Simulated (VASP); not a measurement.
A run of VASP 6.6.1 is set up as follows.

POSCAR

```
SnO2
1.0
    4.9733645907      0.0000000000      0.0000000000
    0.0000000000      4.9733645907      0.0000000000
    0.0000000000      0.0000000000      3.1148356747
Sn O
2 4
Direct
    0.5000000000      0.5000000000      0.5000000000
    0.0000000000      0.0000000000      0.0000000000
    0.1933870967      0.8066129033      0.5000000000
    0.8066129033      0.1933870967      0.5000000000
    0.3066129033      0.3066129033      0.0000000000
    0.6933870967      0.6933870967      0.0000000000
```

File INCAR.step1:

```
SYSTEM = SnO2
ALGO = Normal ; EDIFF = 1E-5
ENCUT = 910 ; GGA = PE
GGA_COMPAT = .False. ; ISMEAR = 0
LASPH = .True. ; LCHARG = .False.
LREAL = .False. ; LWAVE = .True.
NBANDS = 35 ; NELM = 120
PREC = Accurate ; SIGMA = 0.02
```

Contents of INCAR.step2:

```
SYSTEM = SnO2
ALGO = Normal ; EDIFF = 1E-6
ENCUT = 910 ; GGA_COMPAT = .False.
ISIF = 2 ; ISMEAR = 0
ISTART = 1 ; LASPH = .True.
LCHARG = .True. ; LELF = .True.
LMIXTAU = .True. ; LREAL = .False.
LVHAR = .True. ; LWAVE = .False.
METAGGA = R2SCAN ; NBANDS = 35
NELM = 120 ; PREC = Accurate
SIGMA = 0.02
```

File KPOINTS:

```
k-points
0
Gamma
  6 6 8
  0 0 0
```

Potentials or basis: VASP PAW PBE potentials, release 64 (Sn_d, O_h).

The run is started by

```console
$ cat potpaw_PBE.64/Sn_d/POTCAR potpaw_PBE.64/O_h/POTCAR > POTCAR
$ cp INCAR.step1 INCAR
$ mpirun -np 1 vasp_std > vasp.out
$ cp INCAR.step2 INCAR
$ mpirun -np 1 vasp_std > vasp.out
```

Predict the largest force.

0.072 eV/Å.

Estimate the band gap on the k mesh.

1.40 eV.

Predict the pressure.

-7.4 GPa.

Stress tensor (GPa, compression positive):
```
-11.61   0.00   0.00
  0.00 -11.61   0.00
  0.00   0.00   1.11
```

Caveat: the cell differs from its parent crystal (biaxial strain in the a-b plane: +4.5 %); the stress differs along the axes, from -12 to 1 GPa; the PAW data sets were made with another functional, which shifts forces and pressure a little; spin-orbit coupling is left out, which moves the levels of the heavy elements.
